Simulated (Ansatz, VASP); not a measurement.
## Ge in VASP and in Ansatz

```
Ge
1.0
     0.00000    2.82868    2.85696
     2.82868    0.00000    2.85696
     2.82868    2.82868    0.00000
Ge
2
Direct
  0.00000 0.00000 0.00000
  0.25000 0.25000 0.25000
```

Change from the starting cell: z stretched by +1 %, ions relaxed.

Alike in both runs: functional PBE; k mesh 14 × 14 × 14; occupations fermi-dirac, width 0.05 eV; no spin polarisation.

Ansatz relaxed the structure, and its values are those at the end. VASP's run is a single point on that final structure, the one shown.

|  | VASP | Ansatz |
| --- | --- | --- |
| version | VASP 6.6.1 | Ansatz 0.2.0 |
| potentials or method | VASP PAW PBE potentials, release 64 (Ge_d) | plane-wave PAW, scalar-relativistic |
| plane-wave cutoff (eV) | 520 | 420 |
| valence electrons in the cell | 28 | 28 |

```csv
,VASP,Ansatz,Ansatz less VASP
pressure (GPa),2.8,2.9,+0.11
```

With one functional, cell and mesh, what is left measures potentials, basis and numerics. Ansatz's warnings: stress scf threshold loose.
